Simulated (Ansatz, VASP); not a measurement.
## One calculation of W, two programs

```xyz
1
Lattice="-1.5973 1.6871 1.6871 1.5973 -1.5075 1.5075 1.5973 1.5075 -1.5075" Properties=species:S:1:pos:R:3 pbc="T T T"
W     0.0000    0.0000    0.0000
```

Change from the starting cell: strain +0.1125 x Voigt [0, 0, 0, 1, 0, 0], atoms carried along.

Alike in both runs: task single point; functional r2SCAN; k mesh 20 × 20 × 20; occupations gaussian, width 0.15 eV; no spin polarisation.

|  | VASP | Ansatz |
| --- | --- | --- |
| version | VASP 6.6.1 | Ansatz 0.2.0 |
| potentials or method | VASP PAW PBE potentials, release 64 (W_sv), cutoff 520 eV | scalar-relativistic, plane waves, PAW |
| valence electrons in the cell | 14 | 14 |

|  | VASP | Ansatz | Ansatz less VASP |
| --- | --- | --- | --- |
| gap on the k mesh at the Fermi level (eV) | none | none | - |
| pressure (GPa) | -3.1 | -4.4 | -1.24 |
| traceless stress, the component that is largest in VASP (GPa) | -16.70 | -16.48 | +0.216 |

VASP's potentials were made for PBE, not for r2SCAN. A gap of «none» marks a metal or a gap that the smearing closes. With one functional, cell and mesh, what is left measures potentials, basis and numerics.

Neither program's run includes spin-orbit coupling.
